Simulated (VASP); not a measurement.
Write the native input for VASP 6.6.1 that does the following.

```
Task                   : relaxation of cell and atoms
Functional             : PBE
Potentials or basis    : VASP PAW PBE potentials, release 64 (Nd_3, Cd, C), 4f in core
Cutoff                 : 600 eV
k mesh                 : 6 × 6 × 6
Occupations            : gaussian, width 0.2 eV
Spin                   : no spin polarisation
Dipole correction      : no
Further INCAR settings : ALGO = Normal; EDIFF = 1e-07; IBRION = 2; EDIFFG = -0.08; NSW = 36; ISIF = 3
```

The structure of Nd2CdC2 lies in POSCAR:

```
Nd2CdC2
1.0
   -1.9103216500      1.9103216500      6.1309611600
    1.9103216500     -1.9103216500      6.1309611600
    1.9103216500      1.9103216500     -6.1309611600
Nd Cd C
2 1 2
Direct
    0.3475900000      0.3475900000      0.0000000000
    0.6524100000      0.6524100000      0.0000000000
    0.0000000000      0.0000000000      0.0000000000
    0.1381600100      0.1381600100      0.0000000000
    0.8618399900      0.8618399900      0.0000000000
```

The cell was generated, and may not be a known phase.

These files were run (other wordings do the same):

INCAR

```
SYSTEM = Nd2CdC2
  PREC = Accurate
  ENCUT = 600
  EDIFF = 1E-7
  ISMEAR = 0
  SIGMA = 0.2
  LREAL = .FALSE.
  LASPH = .TRUE.
  NELM = 200
  ALGO = Normal
  ISIF = 3
  LWAVE = .FALSE.
  LCHARG = .FALSE.
  GGA = PE
  IBRION = 2
  NSW = 36
  EDIFFG = -0.08
  GGA_COMPAT = .FALSE.
  NELMIN = 4
  LMAXMIX = 6
```

KPOINTS

```
Automatic mesh
0
G
  6 6 6
  0 0 0
```

Potentials or basis: VASP PAW PBE potentials, release 64 (Nd_3, Cd, C), 4f in core.

Launch:

```sh
$ cat potpaw_PBE.64/Nd_3/POTCAR potpaw_PBE.64/Cd/POTCAR potpaw_PBE.64/C/POTCAR > POTCAR
$ mpirun -np 1 vasp_std > vasp.out
```

Results of the run:

| Property | Result |
| --- | --- |
| Relaxed volume | 19.93 Å³/atom |
| Relaxed cell | a = 7.347 Å, b = 7.347 Å, c = 7.347 Å, α = 149.87°, β = 149.87°, γ = 43.13° |
| Space group after relaxing (to 0.1 Å) | I4/mmm (No. 139) |
| Energy gained by relaxing | 917.1 meV/atom |
| Ionic steps | 15 |
| Pressure after relaxing | 0.0 GPa |
| Largest force after relaxing | 0.014 eV/Å |
| Band gap on the k mesh | zero (bands 21 and 22 overlap by 0.97 eV) |

Caveat: spin-orbit coupling is left out, which moves the levels of the heavy elements; the 4f electrons are frozen in the core, so they carry no moment and show no levels.

It took 30 min on 1 thread of Intel(R) Xeon(R) Platinum 8488C (Sapphire Rapids), with other jobs on the host, peak memory 0.51 GiB.
